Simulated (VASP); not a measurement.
Write the native input for VASP 6.6.1 that does the following.

* Task: single point
* Functional: PBE
* Dispersion: D3(BJ)
* Potentials or basis: VASP PAW PBE potentials, release 64 (Si, Ni)
* Cutoff: 600 eV
* k mesh: 6 × 6 × 6
* Occupations: gaussian, width 0.1 eV
* Spin: no spin polarisation
* Dipole correction: no
* Further INCAR settings: ALGO = Normal; EDIFF = 1e-06; NBANDS = 16

The structure of Si2Ni lies in POSCAR:

```
Si2Ni
1.0
    0.0000000000      2.6931550407      2.6931550407
    2.6931550407      0.0000000000      2.6931550407
    2.6931550407      2.6931550407      0.0000000000
Si Ni
2 1
Direct
    0.2500000000      0.2500000000      0.2500000000
    0.7500000000      0.7500000000      0.7500000000
    0.0000000000      0.0000000000      0.0000000000
```

One way to write it, as run:

INCAR

```
SYSTEM = Si2Ni
PREC = Accurate ; ENCUT = 600
EDIFF = 1E-6 ; ISMEAR = 0
SIGMA = 0.1 ; LREAL = .FALSE.
LASPH = .TRUE. ; NELM = 120
ALGO = Normal ; ISIF = 2
LWAVE = .FALSE. ; LCHARG = .TRUE.
GGA = PE ; IVDW = 12
LELF = .TRUE. ; LVHAR = .TRUE.
NBANDS = 16 ; GGA_COMPAT = .FALSE.
```

KPOINTS

```
Automatic mesh
0
G
  6 6 6
  0 0 0
```

Potentials or basis: VASP PAW PBE potentials, release 64 (Si, Ni).

Command:

```console
$ cat potpaw_PBE.64/Si/POTCAR potpaw_PBE.64/Ni/POTCAR > POTCAR
$ mpirun -np 1 vasp_std > vasp.out
```

It gave:

* Pressure: -0.1 GPa
* Band gap on the k mesh: zero (band 9 reaches 12.34 eV, above the bottom of band 10 at 10.23 eV)
* Dispersion energy per atom: -0.450 eV

Caveat: pairwise dispersion overbinds metals, which lowers pressure and volume.

It took 32 s on 1 thread of Intel Xeon 8259CL (shared host), peak memory 0.18 GiB.
